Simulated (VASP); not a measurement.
# S: relaxation of cell and atoms with PBEsol

S:

```xyz
2
Lattice="-2.2079 2.2079 1.1205 2.2079 -2.2079 1.1205 2.2079 2.2079 -1.1205" Properties=species:S:1:pos:R:3 pbc="T T T"
S     0.0000   -1.1040   -0.2801
S     0.0000    1.1040    0.2801
```

```json
{
  "Program": "VASP 6.6.1",
  "Task": "relaxation of cell and atoms",
  "Functional": "PBEsol",
  "Potentials or basis": "VASP PAW PBE potentials, release 64 (S)",
  "Cutoff": "600 eV",
  "k mesh": "18 × 18 × 18",
  "Occupations": "fermi-dirac, width 0.1 eV",
  "Spin": "no spin polarisation",
  "Target pressure": "69 GPa",
  "Dipole correction": "no",
  "Further INCAR settings": "ALGO = Normal; EDIFF = 1e-06; IBRION = 2; EDIFFG = -0.005; NSW = 32; ISIF = 3"
}
```

The relaxed volume is 10.95 Å³/atom and the relaxed cell is a = 3.320 Å, b = 3.320 Å, c = 3.320 Å, α = 96.55°, β = 96.55°, γ = 140.52°. The space group after relaxing (to 0.05 Å) is I4_1/amd (No. 141) and the energy change on relaxing (the enthalpy is what falls) is -9.5 meV/atom. The ionic steps are 5. The pressure after relaxing is 69.0 GPa and the band gap on the k mesh is zero (band 6 reaches 20.17 eV, above the bottom of band 7 at 12.40 eV).

Stress tensor (GPa, compression positive):
```
69.04  0.00  0.00
 0.00 69.04  0.00
 0.00  0.00 68.93
```

Step by step:
```tsv
step	energy change (eV)	largest force (eV/Å)	pressure (GPa)	volume (Å³)
1	0.0000	0.0000	69.56	21.85
2	-0.0524	0.0000	68.06	21.97
3	-0.0199	0.0000	68.99	21.90
4	-0.0195	0.0000	68.99	21.90
5	-0.0191	0.0000	69.00	21.89
```

Final structure:
```
CELL_PARAMETERS angstrom
-2.20952 2.20952 1.12118
2.20952 -2.20952 1.12118
2.20952 2.20952 -1.12118
ATOMIC_POSITIONS crystal
S 0.62500 0.87500 0.75000
S 0.37500 0.12500 0.25000
```

Levels at points of the mesh, in eV from the Fermi level:
```
           k point  band 3  band 4  band 5  band 6  band 7  band 8  band 9  band 10
(0.00, 0.00, 0.00)   -8.83   -8.83   -0.88    2.68    2.68    4.70    5.59     7.41
(0.50, 0.00, 0.00)   -8.80   -8.49   -6.80   -1.87   -1.19    0.61    5.33     8.22
(0.50, 0.50, 0.00)   -5.54   -5.54   -3.79   -3.79    5.20    5.20    9.42     9.42
(0.50, 0.50, 0.50)  -12.80  -12.80    3.66    3.66    5.74    5.74   11.05    11.05
```

Wall time 4.2 min on 1 thread of Oxide Virtual Turin-like Processor (shared host), peak memory 0.21 GiB.

Caveat: the cell is relaxed towards a set pressure, so the enthalpy falls and the energy may rise; the PAW data sets were made with another functional, which shifts forces and pressure a little.
